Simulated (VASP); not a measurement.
A run of VASP 6.6.1:

INCAR

```
SYSTEM = Cd2O
  PREC = Accurate
  ENCUT = 520
  EDIFF = 1E-6
  ISMEAR = 0
  SIGMA = 0.2
  LREAL = .FALSE.
  LASPH = .TRUE.
  NELM = 100
  ALGO = Normal
  ISIF = 2
  LWAVE = .FALSE.
  LCHARG = .FALSE.
  GGA = PE
  NBANDS = 39
```

The input KPOINTS:

```
regular mesh
0
G
  6 4 4
  0 0 0
```

Contents of POSCAR:

```
Cd2O
1.0
    2.9140435382     -1.6769491621      0.0280357907
    0.0620217012      0.0000000000     -5.1528990747
    2.9140435382      5.0308474863      0.0280357907
Cd O
4 2
Direct
    0.2492048144      0.2757864067      0.4164016048
    0.7492048144      0.2757864067      0.9164016048
    0.2507951856      0.7242135933      0.0835983952
    0.7507951856      0.7242135933      0.5835983952
    0.7500000000      1.0000000000      0.2500000000
    0.2500000000      1.0000000000      0.7500000000
```

Potentials or basis: VASP PAW PBE potentials, release 64 (Cd, O).

Command:

```console
$ cat potpaw_PBE.64/Cd/POTCAR potpaw_PBE.64/O/POTCAR > POTCAR
$ mpirun -np 1 vasp_std > vasp.out
```

Hardware: 1 thread of Intel(R) Xeon(R) 6975P-C (Granite Rapids) (shared host).

Question: How long does it take, and how much memory?

Answer: Run time: 120 s on 1 thread of Intel(R) Xeon(R) 6975P-C (Granite Rapids), with other jobs on the host, peak memory 0.31 GiB. Counts: scf iterations 14, k points 52.
